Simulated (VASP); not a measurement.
# Ta8N9 (a cell with a defect) in VASP: further runs, part 2 of 2

VASP 6.6.1. The steps go on from the part before.

## (3) Single point, PBE

Input file INCAR:

```
SYSTEM = Ta8N9
ALGO = Normal ; EDIFF = 1E-7
ENCUT = 520 ; GGA = PE
ISIF = 2 ; ISMEAR = 0
LASPH = .TRUE. ; LCHARG = .FALSE.
LREAL = Auto ; LWAVE = .FALSE.
NBANDS = 80 ; NELM = 80
PREC = Accurate ; SIGMA = 0.1
```

Input file KPOINTS:

```
k-points
0
G
  5 5 5
  0 0 0
```

Input file POSCAR:

```
Ta8N9
1.0
    0.0000000000      4.4172695543     -4.4172695543
    4.4172695543      4.4172695543      0.0000000000
    4.4172695543      0.0000000000     -4.4172695543
Ta N
8 9
Direct
    0.2009113297      0.7777565887      0.2506762348
    0.2684897277      0.2213368435      0.2387867634
    0.7217296705      0.7684343141      0.2512684559
    0.7537034947      0.2229708846      0.2541159162
    0.2776808128      0.7003894514      0.7509054993
    0.2462964930      0.2640597287      0.7454469236
    0.7641390136      0.7464242242      0.7237966714
    0.7229614269      0.2535757635      0.7493236397
   -0.0111963962      0.0091609759      0.5219985948
    0.0090001299      0.4953800019      0.4392389860
    0.4717119873      0.0048040989      0.5276503893
    0.5093846939      0.4887798839      0.4599328782
    0.0141529737     -0.0652483387      0.9808383769
   -0.0046894354      0.5085984616      1.0368120948
    0.5050433243     -0.0284629449      0.9756901740
    0.4347849902      0.5136300767      1.0505026789
    0.8663711718      0.3664616750      0.8735882999
```

Potentials or basis: VASP PAW PBE potentials, release 64 (Ta_pv, N).

Run with:

```sh
$ cat potpaw_PBE.64/Ta_pv/POTCAR potpaw_PBE.64/N/POTCAR > POTCAR
$ mpirun -np 1 vasp_std > vasp.out
```

OUTCAR:

```text
SYSTEM = Ta8N9
   EDIFF = 1E-7
   ENCUT = 520
   GGA = PE
   ISIF = 2
   ISMEAR = 0
   LASPH = .TRUE.
   LREAL = Auto
   NELM = 80
   PREC = Accurate

 ion  position               nearest neighbor table
   1  0.201  0.778  0.251-  16 2.06  13 2.08  10 2.14  15 2.23   9 2.24  12 2.32   4 2.79   7 2.85
                             2 2.97   3 3.02   6 3.11   6 3.16   5 3.16   5 3.16   3 3.23   2 3.32
   2  0.268  0.221  0.239-  16 2.08  10 2.11  14 2.13   9 2.20  11 2.20  15 2.27   3 2.83   8 2.95
                             1 2.97   5 3.02   6 3.03   4 3.09   4 3.16   5 3.23   6 3.24   8 3.30
   3  0.722  0.768  0.251-  13 2.08  14 2.11  10 2.13  12 2.20  15 2.20  11 2.27   2 2.83   4 2.95
                             5 2.97   1 3.02   7 3.02   8 3.08   8 3.17   1 3.23   7 3.24   4 3.30
   4  0.754  0.223  0.254-  17 1.94  12 2.09  11 2.22   9 2.24  16 2.34  14 2.35  13 2.48   1 2.79
                             3 2.95   7 2.96   2 3.09   8 3.10   6 3.13   6 3.14   8 3.16   2 3.16
   5  0.278  0.700  0.751-  13 2.06  16 2.08  14 2.14  11 2.23  12 2.24   9 2.32   8 2.79   6 2.85
                             3 2.97   2 3.02   7 3.11   7 3.16   1 3.16   1 3.16   2 3.23   3 3.32
   6  0.246  0.264  0.745-  17 1.94  11 2.11  12 2.17  15 2.18  14 2.37  10 2.42  13 2.51   5 2.85
                             8 2.96   7 3.02   2 3.03   1 3.11   4 3.13   4 3.14   1 3.16   2 3.24
[... 2179 lines left out ...]

 [bands above 78 left out]

------------------------ aborting loop because EDIFF is reached ----------------------------------------

  FORCE on cell =-STRESS in cart. coord.  units (eV):
  Direction    XX          YY          ZZ          XY          YZ          ZX
  --------------------------------------------------------------------------------------
  -------------------------------------------------------------------------------------
  Total       45.1725244     17.9662515     17.3953888     -0.0319777      0.0048936     -3.2833362
  in kB      419.8491151    166.9845750    161.6787789     -0.2972117      0.0454832    -30.5164662
  external PRESSURE =     249.5041563 kB  Pullay stress =       0.0000000 kB

 VOLUME and BASIS-vectors are now :
 -----------------------------------------------------------------------------
  energy-cutoff  :      520.00
  volume of cell :      172.38
      direct lattice vectors                 reciprocal lattice vectors
     0.000000000  4.417269554 -4.417269554    -0.113192096  0.113192096 -0.113192096
     4.417269554  4.417269554  0.000000000     0.113192096  0.113192096  0.113192096
     4.417269554  0.000000000 -4.417269554     0.113192096 -0.113192096 -0.113192096

 POSITION                                       TOTAL-FORCE (eV/Angst)
 -----------------------------------------------------------------------------------
      4.54286      4.32304     -1.99478         0.034129      0.003930      0.000091
      2.03249      2.16370     -2.24078        -0.027760     -0.011447     -0.017575
      4.50430      6.58246     -4.29800         0.031703     -0.009056      0.017973
      2.10742      4.31423     -4.45181         0.012665     -0.039172     -0.044485
      6.41076      4.32040     -4.54354        -0.033498      0.015443      0.000856
      4.45926      2.25438     -4.38080        -0.033227      0.051124     -0.041096
[... 9 lines left out ...]
      2.49193      4.18940     -2.14365        -0.013653      0.019477     -0.016483
      5.47763      5.44575     -7.68587         0.004199     -0.020958      0.004709
 -----------------------------------------------------------------------------------
    total drift:                                0.000554      0.004069      0.000087

  FREE ENERGIE OF THE ION-ELECTRON SYSTEM (eV)
  ---------------------------------------------------
  free  energy   TOTEN  =      -179.8239041031 eV

  energy  without entropy=     -179.8014107873  energy(sigma->0) =     -179.81265745
```

It took 63 min on 1 thread of Oxide Virtual Turin-like, shared host; peak memory 0.64 GiB.

What came out:

```yaml
Free_energy: -179.8239 eV
Pressure: 25.0 GPa
Largest_force: 0.074 eV/Å
Band_gap_on_the_k_mesh: zero (an odd number of electrons rules out a gap without spin polarisation)
```

Forces on the atoms (eV/Å):
```
Ta   0.034  0.004  0.000
Ta  -0.028 -0.011 -0.018
Ta   0.032 -0.009  0.018
Ta   0.013 -0.039 -0.044
Ta  -0.033  0.015  0.001
Ta  -0.033  0.051 -0.041
Ta   0.023  0.039  0.028
Ta  -0.021 -0.033  0.047
N   -0.006  0.007 -0.017
N    0.006 -0.015 -0.015
N   -0.001 -0.012  0.003
N    0.010 -0.001  0.014
N    0.016  0.017  0.025
N   -0.011 -0.006  0.012
N    0.009 -0.005 -0.001
N   -0.014  0.019 -0.016
N    0.004 -0.021  0.005
```

Caveat: spin-orbit coupling is left out, which moves the levels of the heavy elements.
